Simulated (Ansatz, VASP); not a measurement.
**Two plane-wave programs on C**

```
CELL_PARAMETERS angstrom
0.00000 1.77849 1.77849
1.77849 0.00000 1.77849
1.77849 1.77849 0.00000
ATOMIC_POSITIONS crystal
C 0.00000 0.00000 0.00000
C 0.25000 0.25000 0.25000
```

Alike in both runs: functional PBE; dispersion D3(BJ); k mesh 12 × 12 × 12; occupations gaussian, width 0.02 eV; no spin polarisation.

Ansatz relaxed the structure, and its values are those at the end. VASP's run is a single point on that final structure, the one shown.

|  | VASP | Ansatz |
| --- | --- | --- |
| version | VASP 6.6.1 | Ansatz 0.2.0 |
| potentials or method | VASP PAW PBE potentials, release 64 (C), cutoff 600 eV | scalar-relativistic, plane waves, PAW |
| valence electrons in the cell | 8 | 8 |

```tsv
	VASP	Ansatz	Ansatz less VASP
gap on the k mesh at the Fermi level (eV)	4.17	4.18	+0.007
least direct gap on the mesh (eV)	5.61	5.62	+0.002
pressure (GPa)	0.0	0.0	-0.01
```
